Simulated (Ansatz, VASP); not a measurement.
## Mg3H2: VASP beside Ansatz

```
Mg H
1.0
     4.24121    0.00000    0.00000
     0.00000    4.24121    0.00000
     0.00000    0.00000    4.24121
Mg H
3 2
Direct
  0.00000 0.50000 0.50000
  0.50000 0.00000 0.50000
  0.50000 0.50000 0.00000
  0.00000 0.00000 0.00000
  0.50000 0.50000 0.50000
```

Alike in both runs: task relaxation of cell and atoms; functional PBE; k mesh 4 × 4 × 4; occupations gaussian, width 0.1 eV; no spin polarisation.

|  | VASP | Ansatz |
| --- | --- | --- |
| version | VASP 6.6.1 | Ansatz 0.2.0 |
| potentials or method | VASP PAW PBE potentials, release 64 (Mg, H), cutoff 600 eV | scalar-relativistic, plane waves, PAW |
| valence electrons in the cell | 8 | 32 |

Ansatz gave:

```
gap on the k mesh at the Fermi level, each at its own relaxed structure (eV) : none
relaxed volume (Å³/atom)                                                     : 16.69
relaxed cell length with the largest relative difference (Å)                 : 4.370
```

Question: What did VASP give for the same quantities?

Answer: gap on the k mesh at the Fermi level, each at its own relaxed structure (eV): none; relaxed volume (Å³/atom): 16.57; relaxed cell length with the largest relative difference (Å): 4.360.

A gap of «none» marks a metal or a gap that the smearing closes. VASP's potentials hold 8 valence electrons a cell and Ansatz's 32, so a difference there can come from the potentials and not from the codes.

The k mesh is coarse, so the values compare programs but aren't converged. Noted on VASP's run: too few bands were computed for a metal, which touches its energy and stress.
